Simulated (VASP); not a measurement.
# Au (P6_3/mmc) in VASP: a series of runs

The runs below take Au through single point, relaxation of cell and atoms, with PBE.

Everything below comes from runs of VASP 6.6.1. Logs are shortened: lines on timing, memory, paths and dates and some standing lists are left out, and cuts for length are marked.

## 1. The cell of the first run

The structure is hexagonal, space group P6_3/mmc (No. 194). Conventional cell: a = 2.900 Å, b = 2.900 Å, c = 4.880 Å, α = 90.00°, β = 90.00°, γ = 120.00°. Within 3.8 Å of Au (site symmetry -6m2) lie 12 Au at 2.90 to 2.96 Å.

## 2. Single point, PBE

File INCAR:

```
SYSTEM = Au
PREC = Accurate ; ENCUT = 520
EDIFF = 1E-6 ; ISMEAR = 0
SIGMA = 0.1 ; LREAL = .False.
LASPH = .True. ; NELM = 100
ALGO = Normal ; ISIF = 2
LWAVE = .False. ; LCHARG = .True.
GGA = PE ; LELF = .True.
LVHAR = .True. ; NBANDS = 18
```

File KPOINTS:

```
Automatic mesh
0
Gamma
  9 9 4
  0 0 0
```

File POSCAR:

```
Au
1.0
    2.9000000000      0.0000000000      0.0000000000
   -1.4500000000      2.5114736710      0.0000000000
    0.0000000000      0.0000000000      4.8800000000
Au
2
Direct
    0.3333333333      0.6666666667      0.7500000000
    0.6666666667      0.3333333333      0.2500000000
```

Potentials or basis: VASP PAW PBE potentials, release 64 (Au).

Launch:

```
> cat potpaw_PBE.64/Au/POTCAR > POTCAR
> mpirun -np 1 vasp_std > vasp.out
```

OUTCAR:

```text
SYSTEM = Au
   PREC = Accurate
   ENCUT = 520
   EDIFF = 1E-6
   ISMEAR = 0
   LREAL = .False.
   LASPH = .True.
   NELM = 100
   ISIF = 2
   GGA = PE

 ion  position               nearest neighbor table
   1  0.333  0.667  0.750-   2 2.96   2 2.96   2 2.96   2 2.96   2 2.96   2 2.96
   2  0.667  0.333  0.250-   1 2.96   1 2.96   1 2.96   1 2.96   1 2.96   1 2.96

  LATTYP: Found a hexagonal cell.
 ALAT       =     2.9000000000
 C/A-ratio  =     1.6827586207

  Lattice vectors:

 A1 = (   2.9000000000,   0.0000000000,   0.0000000000)
 A2 = (  -1.4500000000,   2.5114736710,   0.0000000000)
 A3 = (   0.0000000000,   0.0000000000,   4.8800000000)

Analysis of symmetry for initial positions (statically):
=====================================================================
 Subroutine PRICEL returns:
 Original cell was already a primitive cell.

 Routine SETGRP: Setting up the symmetry group for a
 hexagonal supercell.

 Subroutine GETGRP returns: Found 24 space group operations
 (whereof 12 operations were pure point group operations)
 out of a pool of 24 trial point group operations.

The static configuration has the point symmetry D_3d.
 The point group associated with its full space group is D_6h.

Analysis of symmetry for dynamics (positions and initial velocities):
=====================================================================
 Subroutine PRICEL returns:
 Original cell was already a primitive cell.

 Routine SETGRP: Setting up the symmetry group for a
 hexagonal supercell.

 Subroutine GETGRP returns: Found 24 space group operations
 (whereof 12 operations were pure point group operations)
 out of a pool of 24 trial point group operations.

The dynamic configuration has the point symmetry D_3d.
 The point group associated with its full space group is D_6h.

 Subroutine INISYM returns: Found 24 space group operations
 (whereof 12 operations are pure point group operations),
 and found     1 'primitive' translations

----------------------------------------------------------------------------------------

                                     Primitive cell

  volume of cell :      35.5424

  direct lattice vectors                    reciprocal lattice vectors
     2.900000000  0.000000000  0.000000000     0.344827586  0.199086300  0.000000000
    -1.450000000  2.511473671  0.000000000     0.000000000  0.398172599  0.000000000
     0.000000000  0.000000000  4.880000000     0.000000000  0.000000000  0.204918033

  length of vectors
     2.900000000  2.900000000  4.880000000     0.398172599  0.398172599  0.204918033

  position of ions in fractional coordinates (direct lattice)
     0.333333333  0.666666667  0.750000000
     0.666666667  0.333333333  0.250000000

  ion indices of the primitive-cell ions
   primitive index   ion index
                 1           1
                 2           2

----------------------------------------------------------------------------------------

 KPOINTS: Automatic mesh

Automatic generation of k-mesh.
 Grid dimensions read from file:
 generate k-points for:    9    9    4

 Generating k-lattice:

  Cartesian coordinates                     Fractional coordinates (reciprocal lattice)
     0.038314176  0.022120700  0.000000000     0.111111111  0.000000000  0.000000000
     0.000000000  0.044241400  0.000000000     0.000000000  0.111111111  0.000000000
     0.000000000  0.000000000  0.051229508     0.000000000  0.000000000  0.250000000

  Length of vectors
     0.044241400  0.044241400  0.051229508

  Shift w.r.t. Gamma in fractional coordinates (k-lattice)
     0.000000000  0.000000000  0.000000000

 Subroutine IBZKPT returns following result:
 ===========================================

 Found     36 irreducible k-points:

 Following reciprocal coordinates:
            Coordinates               Weight
  0.000000  0.000000  0.000000      1.000000
  0.111111  0.000000  0.000000      6.000000
  0.222222  0.000000  0.000000      6.000000
  0.333333 -0.000000  0.000000      6.000000
  0.444444  0.000000  0.000000      6.000000
  0.111111  0.111111  0.000000      6.000000
[... 16 lines left out ...]
  0.333333  0.222222  0.250000     24.000000
  0.333333  0.333333  0.250000      4.000000
 [... further k-points ...]
   k-points           NKPTS =     36   k-points in BZ     NKDIM =     36   number of bands    NBANDS=     18
   number of dos      NEDOS =    301   number of ions     NIONS =      2
   total plane-waves  NPLWV =  20736
   dimension x,y,z NGX =    24 NGY =   24 NGZ =   36
   dimension x,y,z NGXF=    48 NGYF=   48 NGZF=   72
   ions per type =               2
   NGX,Y,Z   is equivalent  to a cutoff of  13.76, 13.76, 12.26 a.u.
   NGXF,Y,Z  is equivalent  to a cutoff of  27.52, 27.52, 24.53 a.u.
 SYSTEM =  Au
   PREC   = accura    normal or accurate (medium, high low for compatibility)
   ISTART =      0    job   : 0-new  1-cont  2-samecut
   ICHARG =      2    charge: 1-file 2-atom 10-const
   ISPIN  =      1    spin polarized calculation?
   LNONCOLLINEAR =      F non collinear calculations
   LSORBIT =      F    spin-orbit coupling
   LASPH  =      T    aspherical Exc in radial PAW
   ENCUT  =  520.0 eV  38.22 Ry    6.18 a.u.   5.39  5.39  9.07*2*pi/ulx,y,z
   NELM   =    100;   NELMIN=  2; NELMDL= -5     # of ELM steps
   EDIFF  = 0.1E-05   stopping-criterion for ELM
   LREAL  =      F    real-space projection
   EDIFFG = 0.1E-04   stopping-criterion for IOM
   NSW    =      0    number of steps for IOM
   IBRION =     -1    ionic relax: 0-MD 1-quasi-New 2-CG
   NFREE  =      0    steps in history (QN), initial steepest desc. (CG)
   ISIF   =      2    stress and relaxation
   ISYM   =      2    0-nonsym 1-usesym 2-fastsym
   POTIM  = 0.5000    time-step for ionic-motion
   TEBEG  =    0.0;   TEEND  =   0.0 temperature during run
   PSTRESS=    0.0 pullay stress
   NELECT =      22.0000    total number of electrons
   NUPDOWN=      -1.0000    fix difference up-down
   EMIN   =  10.00;   EMAX   =-10.00  energy-range for DOS
   EFERMI =   0.00;   METHOD = LEGACY
   ISMEAR =     0;   SIGMA  =   0.10  broadening in eV -4-tet -1-fermi 0-gaus
   EFERMI_NEDOS =   21; number of points for ismear=-14 and -15
   IALGO  =     38    algorithm
   IMIX   =      4    mixing-type and parameters
     AMIX     =   0.40;   BMIX     =  1.00
[... 15 lines left out ...]
 maximum number of plane-waves:       978
 NGX is ok and might be reduce to    24
   NGX = 11   NGY = 11   NGZ = 19

 number of electron      22.0000001 magnetization

 Free energy of the ion-electron system (eV)
  ---------------------------------------------------
  ext. energy  EPLUGINS =         0.00000000
  ---------------------------------------------------
  free energy    TOTEN  =        -6.44092027 eV

  energy without entropy =       -6.43644268  energy(sigma->0) =       -6.43868147

 E-fermi :   8.6194     XC(G=0): -12.4644

 val. band max:        8.6129882084   @ k =   0.2222   0.2222   0.5000
 cond. band min:       8.7596499372   @ k =   0.4444   0.0000   0.5000
 fundamental gap:      0.1466617288
 Fermi energy:         8.6193664249

 k-point     1 :       0.0000    0.0000    0.0000
  band No.  band energies     occupation
      1      -0.6303      2.00000
      2       1.7621      2.00000
      3       4.1426      2.00000
      4       4.4225      2.00000
      5       4.4225      2.00000
      6       4.7093      2.00000
[... 10 lines left out ...]
     17      26.9106      0.00000
     18      26.9106      0.00000

 k-point     2 :       0.1111    0.0000    0.0000
  band No.  band energies     occupation
      1      -0.2562      2.00000
      2       2.0619      2.00000
      3       4.0220      2.00000
      4       4.4968      2.00000
      5       4.6260      2.00000
      6       4.6667      2.00000
[... 10 lines left out ...]
     17      25.2506      0.00000
     18      26.6308      0.00000

 k-point     3 :       0.2222    0.0000    0.0000
  band No.  band energies     occupation
      1       0.7499      2.00000
      2       2.6257      2.00000
      3       3.8921      2.00000
      4       4.0856      2.00000
      5       4.2839      2.00000
      6       4.9278      2.00000
[... 10 lines left out ...]
     17      25.3699      0.00000
     18      25.8066      0.00000

 k-point     4 :       0.3333   -0.0000    0.0000
  band No.  band energies     occupation
      1       1.8471      2.00000
      2       2.5659      2.00000
      3       3.2702      2.00000
      4       4.2759      2.00000
      5       4.5603      2.00000
      6       4.6389      2.00000
[... 10 lines left out ...]
     17      22.3696      0.00000
     18      24.6657      0.00000

 k-point     5 :       0.4444    0.0000    0.0000
  band No.  band energies     occupation
      1       2.2494      2.00000
      2       2.3410      2.00000
      3       2.8459      2.00000
      4       4.4694      2.00000
      5       4.6166      2.00000
      6       4.7627      2.00000
[... 10 lines left out ...]
     17      20.5469      0.00000
     18      23.7032      0.00000

 k-point     6 :       0.1111    0.1111    0.0000
  band No.  band energies     occupation
      1       0.4458      2.00000
      2       2.5592      2.00000
      3       3.7784      2.00000
      4       4.4054      2.00000
      5       4.4273      2.00000
      6       4.7446      2.00000
[... 10 lines left out ...]
     17      25.6597      0.00000
     18      26.1794      0.00000

 k-point     7 :       0.2222    0.1111    0.0000
  band No.  band energies     occupation
      1       1.6018      2.00000
      2       2.9187      2.00000
      3       3.5901      2.00000
      4       3.7642      2.00000
      5       4.3289      2.00000
      6       4.5035      2.00000
[... 10 lines left out ...]
     17      23.9025      0.00000
     18      25.0322      0.00000

 k-point     8 :       0.3333    0.1111    0.0000
  band No.  band energies     occupation
      1       2.4063      2.00000
      2       2.6594      2.00000
      3       3.0268      2.00000
      4       4.3600      2.00000
      5       4.3992      2.00000
      6       4.7345      2.00000
[... 10 lines left out ...]
     17      21.5373      0.00000
     18      23.6708      0.00000
[... 229 lines left out ...]
     17      23.4890      0.00000
     18      24.7340      0.00000

 k-point    20 :       0.3333    0.1111    0.2500
  band No.  band energies     occupation
      1       2.2454      2.00000
      2       2.7696      2.00000
      3       3.2884      2.00000
      4       3.6250      2.00000
      5       4.4768      2.00000
      6       5.0546      2.00000
[... 10 lines left out ...]
     17      22.4566      0.00000
     18      23.0943      0.00000

 k-point    21 :       0.4444    0.1111    0.2500
  band No.  band energies     occupation
      1       2.2167      2.00000
      2       2.6265      2.00000
      3       3.4143      2.00000
      4       3.4745      2.00000
      5       4.3625      2.00000
      6       5.3387      2.00000
[... 10 lines left out ...]
     17      21.3256      0.00000
     18      22.1321      0.00000

 k-point    22 :       0.2222    0.2222    0.2500
  band No.  band energies     occupation
      1       2.6589      2.00000
      2       2.9799      2.00000
      3       3.4688      2.00000
      4       3.7313      2.00000
      5       4.4381      2.00000
      6       4.4488      2.00000
[... 10 lines left out ...]
     17      21.0243      0.00000
     18      24.3994      0.00000

 k-point    23 :       0.3333    0.2222    0.2500
  band No.  band energies     occupation
      1       2.7171      2.00000
      2       3.2425      2.00000
      3       3.3724      2.00000
      4       3.7524      2.00000
      5       4.1272      2.00000
      6       4.8700      2.00000
[... 10 lines left out ...]
     17      20.6552      0.00000
     18      22.6657      0.00000

 k-point    24 :       0.3333    0.3333    0.2500
  band No.  band energies     occupation
      1       3.1933      2.00000
      2       3.2830      2.00000
      3       3.2830      2.00000
      4       3.9577      2.00000
      5       4.3505      2.00000
      6       4.3505      2.00000
[... 10 lines left out ...]
     17      22.2123      0.00000
     18      22.2123      0.00000

 [... further k-points ...]
[... 5 lines left out ...]
  --------------------------------------------------------------------------------------
  -------------------------------------------------------------------------------------
  Total        0.4695390      0.4695390      0.2396430      0.0000000     -0.0000000      0.0000000
  in kB       21.1658545     21.1658545     10.8026160      0.0000000     -0.0000000      0.0000000
  external PRESSURE =      17.7114417 kB  Pullay stress =       0.0000000 kB

 VOLUME and BASIS-vectors are now :
 -----------------------------------------------------------------------------
  energy-cutoff  :      520.00
  volume of cell :       35.54
      direct lattice vectors                 reciprocal lattice vectors
     2.900000000  0.000000000  0.000000000     0.344827586  0.199086300  0.000000000
    -1.450000000  2.511473671  0.000000000     0.000000000  0.398172599  0.000000000
     0.000000000  0.000000000  4.880000000     0.000000000  0.000000000  0.204918033

 POSITION                                       TOTAL-FORCE (eV/Angst)
 -----------------------------------------------------------------------------------
     -0.00000      1.67432      3.66000         0.000000     -0.000000      0.000000
      1.45000      0.83716      1.22000        -0.000000      0.000000      0.000000
 -----------------------------------------------------------------------------------
    total drift:                                0.000000     -0.000000      0.000000

  FREE ENERGIE OF THE ION-ELECTRON SYSTEM (eV)
  ---------------------------------------------------
  free  energy   TOTEN  =        -6.4409202650 eV

  energy  without entropy=       -6.4364426788  energy(sigma->0) =       -6.43868147
```

It took 8.4 s on 1 thread of Intel Xeon Platinum 8488C (Sapphire Rapids), shared host; peak memory 0.15 GiB.

Results:

- Free energy: -6.4409 eV
- Pressure: 1.8 GPa
- Band gap on the k mesh: zero (band 11 reaches 12.88 eV, above the bottom of band 12 at 6.20 eV)

Levels at points of the mesh, in eV from the Fermi level:
```csv
k point,band 8,band 9,band 10,band 11,band 12,band 13,band 14,band 15
"(0.00, 0.00, 0.00)",-3.25,-3.25,-1.99,-1.99,-0.79,2.62,14.79,15.81
"(0.00, 0.00, 0.50)",-4.23,-2.42,-2.42,-2.42,-2.42,10.48,10.48,15.06
```

Caveat: spin-orbit coupling is left out, which moves the levels of the heavy elements.

## 3. Single point, PBE

This run uses another cell than the first one, of 18.02 Å³/atom, 1.014 times its volume.

File INCAR:

```
  PREC = Accurate
  ENCUT = 520
  EDIFF = 1E-6
  ISMEAR = 0
  SIGMA = 0.1
  LREAL = F
  LASPH = T
  NELM = 60
  ALGO = Fast
  ISIF = 2
  LWAVE = F
  LCHARG = F
  GGA = PE
  NBANDS = 18
```

File KPOINTS:

```
Automatic mesh
0
Gamma
  18 18 10
```

File POSCAR:

```
Au
1.0
    2.9169619562      0.0000000000      0.0000000000
   -1.4584809781      2.5261631559      0.0000000000
    0.0000000000      0.0000000000      4.8900307706
Au
2
Direct
    0.3333333333      0.6666666667      0.7500000000
    0.6666666667      0.3333333333      0.2500000000
```

Potentials or basis: VASP PAW PBE potentials, release 64 (Au).

Launch:

```
> cat potpaw_PBE.64/Au/POTCAR > POTCAR
> mpirun -np 1 vasp_std > vasp.out
```

It took 47 s on 1 thread of Intel Xeon Platinum 8488C (Sapphire Rapids), shared host; peak memory 0.24 GiB.

It converged, with:

```
Free energy            : -6.4260 eV
Pressure               : -0.2 GPa
Band gap on the k mesh : zero (band 11 reaches 12.58 eV, above the bottom of band 12 at 6.01 eV)
```

Levels at points of the mesh, in eV from the Fermi level:
```csv
k point,band 8,band 9,band 10,band 11,band 12,band 13,band 14,band 15
"(0.00, 0.00, 0.00)",-3.36,-3.36,-2.11,-2.11,-0.84,2.47,14.63,15.73
"(0.50, 0.00, 0.00)",-1.90,-1.83,-1.66,0.39,1.47,5.65,7.01,7.14
"(0.00, 0.00, 0.50)",-4.31,-2.53,-2.53,-2.53,-2.53,10.33,10.33,14.90
"(0.50, 0.00, 0.50)",-2.30,-1.73,-1.73,0.61,0.61,3.71,3.71,13.04
```

Caveat: spin-orbit coupling is left out, which moves the levels of the heavy elements.

## 4. Relaxation of cell and atoms, PBE

File INCAR:

```
PREC     = Accurate       # precision mode
ENCUT    = 600            # plane-wave cutoff, eV
EDIFF    = 1E-7           # SCF threshold, eV
ISMEAR   = 0              # smearing method
SIGMA    = 0.1            # smearing width, eV
LREAL    = False          # projectors in reciprocal space
LASPH    = True           # aspherical terms in the spheres
NELM     = 100            # most SCF steps
ALGO     = Fast           # electronic algorithm
ISIF     = 3              # what is computed and relaxed
LWAVE    = False          # write WAVECAR
LCHARG   = False          # write CHGCAR
GGA      = PE             # functional
IBRION   = 2              # ionic algorithm
NSW      = 100            # ionic steps
EDIFFG   = -0.005         # ionic threshold
```

KPOINTS is that of step 3.

File POSCAR:

```
Au
1.0
    2.9000000000      0.0000000000      0.0000000000
   -1.4500000000      2.5114736710      0.0000000000
    0.0000000000      0.0000000000      4.8800000000
Au
2
Direct
    0.3333333333      0.6666666667      0.7500000000
    0.6666666667      0.3333333333      0.2500000000
```

Launch:

```
> cat potpaw_PBE.64/Au/POTCAR > POTCAR
> mpirun -np 1 vasp_std > vasp.out
```

It took 3.9 min on 1 thread of Intel Xeon Platinum 8488C (Sapphire Rapids), shared host; peak memory 0.26 GiB.

Results (log left out):

* Free energy: -6.4257 eV
* Relaxed volume: 18.00 Å³/atom
* Relaxed cell: a = 2.916 Å, b = 2.916 Å, c = 4.887 Å, α = 90.00°, β = 90.00°, γ = 120.00°
* Space group after relaxing (to 0.05 Å): P6_3/mmc (No. 194)
* Energy gained by relaxing: 1.3 meV/atom
* Ionic steps: 7
* Pressure after relaxing: 0.0 GPa
* Band gap on the k mesh: zero (band 11 reaches 12.60 eV, above the bottom of band 12 at 6.02 eV)

Step by step:
```csv
step,energy change (eV),largest force (eV/Å),pressure (GPa),volume (Å³)
1,0.0000,0.0000,1.79,35.54
2,0.0012,0.0000,-2.12,36.58
3,-0.0026,0.0000,-0.01,36.01
4,-0.0026,0.0000,-0.02,36.01
5,-0.0026,0.0000,-0.02,36.00
6,-0.0026,0.0000,-0.02,35.99
7,-0.0026,0.0000,-0.02,36.00
```

Final structure:
```xyz
2
Lattice="2.9164 0.0000 0.0000 -1.4582 2.5257 0.0000 0.0000 0.0000 4.8873" Properties=species:S:1:pos:R:3 pbc="T T T"
Au    0.0000    1.6838    3.6655
Au    1.4582    0.8419    1.2218
```

Levels at points of the mesh, in eV from the Fermi level:
```
           k point  band 9  band 10  band 11  band 12  band 13  band 14
(0.00, 0.00, 0.00)   -3.37    -2.11    -2.11    -0.84     2.48    14.63
(0.50, 0.00, 0.00)   -1.83    -1.66     0.39     1.47     5.66     7.02
(0.00, 0.00, 0.50)   -2.53    -2.53    -2.53    -2.53    10.35    10.35
(0.50, 0.00, 0.50)   -1.73    -1.73     0.60     0.60     3.71     3.71
```

Caveat: spin-orbit coupling is left out, which moves the levels of the heavy elements. PBE usually gives volumes a little too large and moduli too small.

## 5. The runs side by side

| task | cell | k mesh | cutoff (eV) | gap on the mesh (eV) | pressure (GPa) |
| --- | --- | --- | --- | --- | --- |
| single point | a = 2.900, b = 2.900, c = 4.880 Å, angles 90.0, 90.0, 120.0°, 2 atoms | 9 × 9 × 4 | 520 | none | 1.8 |
| single point | a = 2.917, b = 2.917, c = 4.890 Å, angles 90.0, 90.0, 120.0°, 2 atoms | 18 × 18 × 10 | 520 | none | -0.2 |
| relaxation of cell and atoms | relaxed from a = 2.900, b = 2.900, c = 4.880 Å, angles 90.0, 90.0, 120.0°, 2 atoms | 18 × 18 × 10 | 600 | none | 0.0 |

Alike in all rows: level PBE; potentials or basis VASP PAW PBE potentials, release 64 (Au); no spin polarisation; smearing gaussian 0.1 eV.

Caveats: spin-orbit coupling is left out, which moves the levels of the heavy elements.

Total energies depend on the potentials used, so only differences within one code and one set of settings carry meaning.
